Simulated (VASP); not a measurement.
In, 1 atom in the cell. Symmetry: Pm-3m, No. 221, cubic system. Conventional cell: a = 2.853 Å, b = 2.853 Å, c = 2.853 Å, α = 90.00°, β = 90.00°, γ = 90.00°. Within 3.8 Å of In (site symmetry m-3m) lie 6 In at 2.85 Å. 

| Item | Value |
| --- | --- |
| Program | VASP 6.6.1 |
| Task | single point |
| Functional | RPBE |
| Potentials or basis | VASP PAW PBE potentials, release 64 (In_d) |
| Cutoff | 520 eV |
| k mesh | 14 × 14 × 14 |
| Occupations | fermi-dirac, width 0.005 eV |
| Spin | no spin polarisation |
| Dipole correction | no |
| Further INCAR settings | ALGO = Normal; EDIFF = 1e-06; NBANDS = 12 |

Potentials or basis: VASP PAW PBE potentials, release 64 (In_d).

Command:

```sh
$ cat potpaw_PBE.64/In_d/POTCAR > POTCAR
$ mpirun -np 1 vasp_std > vasp.out
```

Hardware: 1 thread of Intel Xeon 6975P-C, on a shared host.

Problem. Estimate the wall time of this run.

Solution. It took 11 s on 1 thread of Intel Xeon 6975P-C, on a shared host, peak memory 0.16 GiB. Counts: scf iterations 10, k points 120.
